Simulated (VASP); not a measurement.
# MoRu2 (P-62m) in VASP: relaxation of shape and atoms at fixed volume with PBE

Aim: the relaxation of shape and atoms at fixed volume of MoRu2 with PBE.

Everything below comes from runs of VASP 6.6.1. Logs are shortened: lines on timing, memory, paths and dates and some standing lists are left out, and cuts for length are marked.

## 1. The cell of the first run

The structure is hexagonal, space group P-62m (No. 189). Conventional cell: a = 4.877 Å, b = 4.877 Å, c = 4.455 Å, α = 90.00°, β = 90.00°, γ = 120.00°. Mo (site symmetry -6) has 9 Ru at 2.76 to 2.82 Å and 3 Mo at 2.82 Å within 3.6 Å. Ru (site symmetry -62m) has 6 Ru at 2.75 Å and 6 Mo at 2.82 Å within 3.6 Å. Within 3.6 Å of Ru (site symmetry m2m) lie 8 Ru at 2.75 to 2.83 Å and 4 Mo at 2.76 Å.

## 2. Relaxation of shape and atoms at fixed volume, PBE (15.30 Å³/atom)

File INCAR:

```
ALGO = Normal ; EDIFF = 1E-7
EDIFFG = -0.01 ; ENCUT = 500
GGA = PE ; GGA_COMPAT = False
IBRION = 2 ; ISIF = 4
ISMEAR = 0 ; LASPH = True
LCHARG = False ; LREAL = False
LWAVE = False ; NELM = 120
NELMIN = 4 ; NSW = 50
PREC = Accurate ; SIGMA = 0.1
```

File KPOINTS:

```
k-points
0
Gamma
  12 12 8
```

File POSCAR:

```
MoRu2
1.0
    4.8773837742      0.0000000000      0.0000000000
   -2.4386918871      4.2239382525      0.0000000000
    0.0000000000      0.0000000000      4.4548360464
Mo Ru
2 4
Direct
    0.6666666667      0.3333333333      0.0000000000
    0.3333333333      0.6666666667      0.0000000000
    0.0000000000      0.0000000000      0.0000000000
    0.0000000000      0.3307230109      0.5000000000
    0.6692769891      0.6692769891      0.5000000000
    0.3307230109      0.0000000000      0.5000000000
```

Potentials or basis: VASP PAW PBE potentials, release 64 (Mo_sv, Ru_pv).

Run with:

```
cat potpaw_PBE.64/Mo_sv/POTCAR potpaw_PBE.64/Ru_pv/POTCAR > POTCAR
mpirun -np 1 vasp_std > vasp.out
```

OUTCAR:

```text
EDIFF = 1E-7
   EDIFFG = -0.01
   ENCUT = 500
   GGA = PE
   IBRION = 2
   ISIF = 4
   ISMEAR = 0
   LASPH = True
   LREAL = False
   NELM = 120
   NELMIN = 4
   NSW = 50
   PREC = Accurate

 ion  position               nearest neighbor table
   1  0.667  0.333  0.000-   4 2.76   4 2.76   6 2.76   6 2.76   5 2.76   5 2.76   2 2.82   3 2.82
                             2 2.82   3 2.82   3 2.82   2 2.82
   2  0.333  0.667  0.000-   6 2.76   6 2.76   4 2.76   4 2.76   5 2.76   5 2.76   3 2.82   1 2.82
                             1 2.82   3 2.82   3 2.82   1 2.82
   3  0.000  0.000  0.000-   6 2.75   6 2.75   4 2.75   4 2.75   5 2.75   5 2.75   1 2.82   2 2.82
                             1 2.82   2 2.82   1 2.82   2 2.82
   4  0.000  0.331  0.500-   3 2.75   3 2.75   1 2.76   1 2.76   2 2.76   2 2.76   6 2.79   5 2.79
                             6 2.83   5 2.83   5 2.83   6 2.83
   5  0.669  0.669  0.500-   3 2.75   3 2.75   2 2.76   2 2.76   1 2.76   1 2.76   6 2.79   4 2.79
                             6 2.83   4 2.83   4 2.83   6 2.83
   6  0.331  0.000  0.500-   3 2.75   3 2.75   2 2.76   2 2.76   1 2.76   1 2.76   4 2.79   5 2.79
                             4 2.83   5 2.83   4 2.83   5 2.83

  LATTYP: Found a hexagonal cell.
 ALAT       =     4.8773837742
 C/A-ratio  =     0.9133659053

  Lattice vectors:

 A1 = (   4.8773837742,   0.0000000000,   0.0000000000)
 A2 = (  -2.4386918871,   4.2239382525,   0.0000000000)
 A3 = (   0.0000000000,   0.0000000000,   4.4548360464)

Analysis of symmetry for initial positions (statically):
=====================================================================
 Subroutine PRICEL returns:
 Original cell was already a primitive cell.

 Routine SETGRP: Setting up the symmetry group for a
 hexagonal supercell.

 Subroutine GETGRP returns: Found 12 space group operations
 (whereof 12 operations were pure point group operations)
 out of a pool of 24 trial point group operations.

The static configuration has the point symmetry D_3h.

Analysis of symmetry for dynamics (positions and initial velocities):
=====================================================================
 Subroutine PRICEL returns:
 Original cell was already a primitive cell.

 Routine SETGRP: Setting up the symmetry group for a
 hexagonal supercell.

 Subroutine GETGRP returns: Found 12 space group operations
 (whereof 12 operations were pure point group operations)
 out of a pool of 24 trial point group operations.

The dynamic configuration has the point symmetry D_3h.

 Subroutine INISYM returns: Found 12 space group operations
 (whereof 12 operations are pure point group operations),
 and found     1 'primitive' translations

----------------------------------------------------------------------------------------

                                     Primitive cell

  volume of cell :      91.7775

  direct lattice vectors                    reciprocal lattice vectors
     4.877383774  0.000000000  0.000000000     0.205027951  0.118372943  0.000000000
    -2.438691887  4.223938252  0.000000000     0.000000000  0.236745885  0.000000000
     0.000000000  0.000000000  4.454836046     0.000000000  0.000000000  0.224475152

  length of vectors
     4.877383774  4.877383774  4.454836046     0.236745885  0.236745885  0.224475152

  position of ions in fractional coordinates (direct lattice)
     0.666666667  0.333333333  0.000000000
     0.333333333  0.666666667  0.000000000
     0.000000000  0.000000000  0.000000000
     1.000000000  0.330723011  0.500000000
     0.669276989  0.669276989  0.500000000
     0.330723011  0.000000000  0.500000000

  ion indices of the primitive-cell ions
   primitive index   ion index
                 1           1
                 2           2
                 3           3
                 4           4
                 5           5
                 6           6

----------------------------------------------------------------------------------------

 KPOINTS: k-points

Automatic generation of k-mesh.
 Grid dimensions read from file:
 generate k-points for:   12   12    8

 Generating k-lattice:

  Cartesian coordinates                     Fractional coordinates (reciprocal lattice)
     0.017085663  0.009864412  0.000000000     0.083333333 -0.000000000  0.000000000
     0.000000000  0.019728824  0.000000000     0.000000000  0.083333333  0.000000000
     0.000000000  0.000000000  0.028059394     0.000000000  0.000000000  0.125000000

  Length of vectors
     0.019728824  0.019728824  0.028059394

  Shift w.r.t. Gamma in fractional coordinates (k-lattice)
     0.000000000  0.000000000  0.000000000

 Subroutine IBZKPT returns following result:
 ===========================================

 Found     95 irreducible k-points:

 Following reciprocal coordinates:
            Coordinates               Weight
  0.000000  0.000000  0.000000      1.000000
  0.083333  0.000000  0.000000      6.000000
  0.166667  0.000000  0.000000      6.000000
  0.250000  0.000000  0.000000      6.000000
  0.333333  0.000000  0.000000      6.000000
  0.416667  0.000000  0.000000      6.000000
[... 16 lines left out ...]
  0.250000  0.000000  0.125000     12.000000
  0.333333  0.000000  0.125000     12.000000
 [... further k-points ...]
   k-points           NKPTS =     95   k-points in BZ     NKDIM =     95   number of bands    NBANDS=     50
   number of dos      NEDOS =    301   number of ions     NIONS =      6
   total plane-waves  NPLWV =  41472
   dimension x,y,z NGX =    36 NGY =   36 NGZ =   32
   dimension x,y,z NGXF=    72 NGYF=   72 NGZF=   64
   ions per type =               2   4
   NGX,Y,Z   is equivalent  to a cutoff of  12.27, 12.27, 11.94 a.u.
   NGXF,Y,Z  is equivalent  to a cutoff of  24.54, 24.54, 23.88 a.u.
 SYSTEM =  unknown system
   PREC   = accura    normal or accurate (medium, high low for compatibility)
   ISTART =      0    job   : 0-new  1-cont  2-samecut
   ICHARG =      2    charge: 1-file 2-atom 10-const
   ISPIN  =      1    spin polarized calculation?
   LNONCOLLINEAR =      F non collinear calculations
   LSORBIT =      F    spin-orbit coupling
   LASPH  =      T    aspherical Exc in radial PAW
   ENCUT  =  500.0 eV  36.75 Ry    6.06 a.u.   8.89  8.89  8.12*2*pi/ulx,y,z
   NELM   =    120;   NELMIN=  4; NELMDL= -5     # of ELM steps
   EDIFF  = 0.1E-06   stopping-criterion for ELM
   LREAL  =      F    real-space projection
   EDIFFG = -.1E-01   stopping-criterion for IOM
   NSW    =     50    number of steps for IOM
   IBRION =      2    ionic relax: 0-MD 1-quasi-New 2-CG
   NFREE  =      1    steps in history (QN), initial steepest desc. (CG)
   ISIF   =      4    stress and relaxation
   ISYM   =      2    0-nonsym 1-usesym 2-fastsym
   POTIM  = 0.5000    time-step for ionic-motion
   TEBEG  =    0.0;   TEEND  =   0.0 temperature during run
   PSTRESS=    0.0 pullay stress
   NELECT =      84.0000    total number of electrons
   NUPDOWN=      -1.0000    fix difference up-down
   EMIN   =  10.00;   EMAX   =-10.00  energy-range for DOS
   EFERMI =   0.00;   METHOD = LEGACY
   ISMEAR =     0;   SIGMA  =   0.10  broadening in eV -4-tet -1-fermi 0-gaus
   EFERMI_NEDOS =   21; number of points for ismear=-14 and -15
   IALGO  =     38    algorithm
   IMIX   =      4    mixing-type and parameters
     AMIX     =   0.40;   BMIX     =  1.00
     AMIX_MAG =   1.60;   BMIX_MAG =  1.00
  volume/ion in A,a.u.               =      15.30       103.22
  Fermi-wavevector in a.u.,A,eV,Ry     =   1.589483  3.003687 34.374518  2.526456
  Thomas-Fermi vector in A             =   2.688325
   LORBIT       =      0    0 simple, 1 ext, 2 COOP (PROOUT), +10 PAW based schemes
   GGA     = PE    functional components
   LHFCALC =     F    Hartree Fock is set to
   AEXX    =    0.0000 exact exchange contribution
   IVDW    =     0    specifies the selected vdW correction
   LEPSILON=     F    determine dielectric tensor
   LRPA    =     F    only Hartree local field effects (RPA)
 conjugate gradient relaxation of ions
 non-spin polarized calculation
 Gauss-broadening in eV      SIGMA  =   0.10
  energy-cutoff  :      500.00
  volume of cell :       91.78
 maximum number of plane-waves:      2356
 NGX is ok and might be reduce to    36
   NGX = 17   NGY = 17   NGZ = 17

--------------------------------------- Ionic step        1  -------------------------------------------

 number of electron      83.9999973 magnetization

 Free energy of the ion-electron system (eV)
  ---------------------------------------------------
  ext. energy  EPLUGINS =         0.00000000
  ---------------------------------------------------
  free energy    TOTEN  =       -58.52909873 eV

  energy without entropy =      -58.49356144  energy(sigma->0) =      -58.51133008

------------------------ aborting loop because EDIFF is reached ----------------------------------------

  FORCE on cell =-STRESS in cart. coord.  units (eV):
  Direction    XX          YY          ZZ          XY          YZ          ZX
  --------------------------------------------------------------------------------------
  -------------------------------------------------------------------------------------
  Total       -8.2488277     -8.2488277     -8.5235590      0.0000000     -0.0000000      0.0000000
  in kB     -144.0013626   -144.0013626   -148.7973984      0.0000000     -0.0000000      0.0000000
  external PRESSURE =    -145.6000412 kB  Pullay stress =       0.0000000 kB
[... 65 lines left out ...]
  energy  without entropy=      -58.4933307009  energy(sigma->0) =      -58.51129290

--------------------------------------- Ionic step        3  -------------------------------------------

 number of electron      83.9999974 magnetization

 Free energy of the ion-electron system (eV)
  ---------------------------------------------------
  ext. energy  EPLUGINS =         0.00000000
  ---------------------------------------------------
  free energy    TOTEN  =       -58.52927494 eV

  energy without entropy =      -58.49343604  energy(sigma->0) =      -58.51135549

 E-fermi :  11.3051     XC(G=0): -13.4292

 val. band max:       11.3038642315   @ k =   0.3333   0.2500   0.2500
 cond. band min:      11.3051677898   @ k =   0.1667   0.1667   0.0000
 fundamental gap:      0.0013035583
 Fermi energy:        11.3051118894

 k-point     1 :       0.0000    0.0000    0.0000
  band No.  band energies     occupation
      1     -49.5694      2.00000
      2     -49.4536      2.00000
      3     -31.5463      2.00000
      4     -31.4177      2.00000
      5     -31.4177      2.00000
      6     -31.3804      2.00000
[... 1261 lines left out ...]
     49      13.5146      0.00000
     50      13.9679      0.00000

 [... further k-points ...]

------------------------ aborting loop because EDIFF is reached ----------------------------------------

  FORCE on cell =-STRESS in cart. coord.  units (eV):
  Direction    XX          YY          ZZ          XY          YZ          ZX
  --------------------------------------------------------------------------------------
  -------------------------------------------------------------------------------------
  Total       -8.3373402     -8.3373402     -8.3151399      0.0000000     -0.0000000     -0.0000000
  in kB     -145.5465409   -145.5465409   -145.1589861      0.0000000     -0.0000000     -0.0000000
  external PRESSURE =    -145.4173560 kB  Pullay stress =       0.0000000 kB
[... 21 lines left out ...]
  FREE ENERGIE OF THE ION-ELECTRON SYSTEM (eV)
  ---------------------------------------------------
  free  energy   TOTEN  =       -58.5292749399 eV

  energy  without entropy=      -58.4934360447  energy(sigma->0) =      -58.51135549

 reached required accuracy - stopping structural energy minimisation
```

Run time: 13 min. Hardware: 1 thread of Intel Xeon Platinum 8375C at 2.90GHz (Ice Lake), shared host; peak memory 0.43 GiB.

Results:

```yaml
Free_energy: -58.5293 eV
Energy_gained_by_relaxing: 0.0 meV/atom
Ionic_steps: 3
Pressure_after_relaxing: -14.5 GPa
Band_gap_on_the_k_mesh: zero (bands 42 and 43 overlap by 0.72 eV)
```

The path:
| step | energy change (eV) | largest force (eV/Å) | pressure (GPa) | volume (Å³) |
| --- | --- | --- | --- | --- |
| 1 | 0.0000 | 0.0078 | -14.56 | 91.78 |
| 2 | -0.0002 | 0.0009 | -14.54 | 91.78 |
| 3 | -0.0002 | 0.0011 | -14.54 | 91.78 |

Final structure:
```yaml
crystal:
  lattice:
    - [4.88017, 0.00000, 0.00000]
    - [-2.44009, 4.22635, 0.00000]
    - [0.00000, 0.00000, 4.44975]
  atoms:
    - { symbol: Mo, position: [0.66667, 0.33333, 0.00000] }
    - { symbol: Mo, position: [0.33333, 0.66667, 0.00000] }
    - { symbol: Ru, position: [0.00000, 0.00000, 0.00000] }
    - { symbol: Ru, position: [0.00000, 0.33066, 0.50000] }
    - { symbol: Ru, position: [0.66934, 0.66934, 0.50000] }
    - { symbol: Ru, position: [0.33066, 0.00000, 0.50000] }
```
